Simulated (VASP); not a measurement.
Set up this calculation in VASP 6.6.1, as the native input.

| Property | Result |
| --- | --- |
| Task | single point |
| Functional | LDA |
| Potentials or basis | VASP PAW LDA potentials, release 64 (Si, C) |
| Cutoff | 600 eV |
| k mesh | 9 × 9 × 9 |
| Occupations | gaussian, width 0.01 eV |
| Spin | no spin polarisation |
| Dipole correction | no |
| Further INCAR settings | ALGO = Normal; EDIFF = 1e-06; NBANDS = 11 |

The structure of SiC lies in POSCAR:

```
SiC
1.0
    0.0000000000      2.1769970000      2.1769970000
    2.1769970000      0.0000000000      2.1769970000
    2.1769970000      2.1769970000      0.0000000000
Si C
1 1
Direct
    0.2500000000      0.2500000000      0.2500000000
    0.0000000000      0.0000000000      0.0000000000
```

One way to write it, as run:

INCAR

```
ALGO = Normal
EDIFF = 1E-6
ENCUT = 600
GGA = CA
GGA_COMPAT = False
ISIF = 2
ISMEAR = 0
LASPH = True
LCHARG = True
LELF = True
LREAL = False
LVHAR = True
LWAVE = False
NBANDS = 11
NELM = 120
PREC = Accurate
SIGMA = 0.01
```

KPOINTS

```
k-points
0
Gamma
  9 9 9
```

Potentials or basis: VASP PAW LDA potentials, release 64 (Si, C).

Run with:

```console
$ cat potpaw_LDA.64/Si/POTCAR potpaw_LDA.64/C/POTCAR > POTCAR
$ mpirun -np 1 vasp_std > vasp.out
```

It gave:

The pressure is -3.6 GPa and the band gap on the k mesh is 1.45 eV, indirect (least direct gap 4.58 eV).

Run time: 15 s on 1 thread of AMD EPYC 9R45 (Zen 5) (shared host), peak memory 0.1 GiB.
